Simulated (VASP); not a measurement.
Here is a VASP 6.6.1 calculation.

The input INCAR:

```
SYSTEM = HfC2
PREC = Accurate
ENCUT = 600
EDIFF = 1E-7
ISMEAR = 0
SIGMA = 0.1
LREAL = .FALSE.
LASPH = .TRUE.
NELM = 60
ALGO = Normal
ISIF = 3
LWAVE = .FALSE.
LCHARG = .FALSE.
GGA = PE
IBRION = 2
NSW = 100
EDIFFG = -0.01
```

The input KPOINTS:

```
Automatic mesh
0
G
  18 18 14
  0 0 0
```

Contents of POSCAR:

```
HfC2
1.0
    3.2817729889      0.0000000000      0.0000000000
   -1.6408864945      2.8420987779      0.0000000000
    0.0000000000      0.0000000000      3.1796572928
Hf C
1 2
Direct
    0.0000000000      0.0000000000      0.0000000000
    0.3333333333      0.6666666667      0.5000000000
    0.6666666667      0.3333333333      0.5000000000
```

Potentials or basis: VASP PAW PBE potentials, release 64 (Hf_pv, C).

Command:

```sh
$ cat potpaw_PBE.64/Hf_pv/POTCAR potpaw_PBE.64/C/POTCAR > POTCAR
$ mpirun -np 1 vasp_std > vasp.out
```

(1) Estimate the relaxed volume.

(2) Estimate the relaxed cell.

(3) Estimate the space group after relaxing (to 0.05 Å).

(4) Estimate the band gap on the k mesh.

Answers

(1) 9.64 Å³/atom.

(2) a = 3.225 Å, b = 3.225 Å, c = 3.210 Å, α = 90.00°, β = 90.00°, γ = 120.00°.

(3) P6/mmm (No. 191).

(4) zero (band 9 reaches 11.23 eV, above the bottom of band 10 at 6.81 eV).

Caveat: spin-orbit coupling is left out, which moves the levels of the heavy elements.
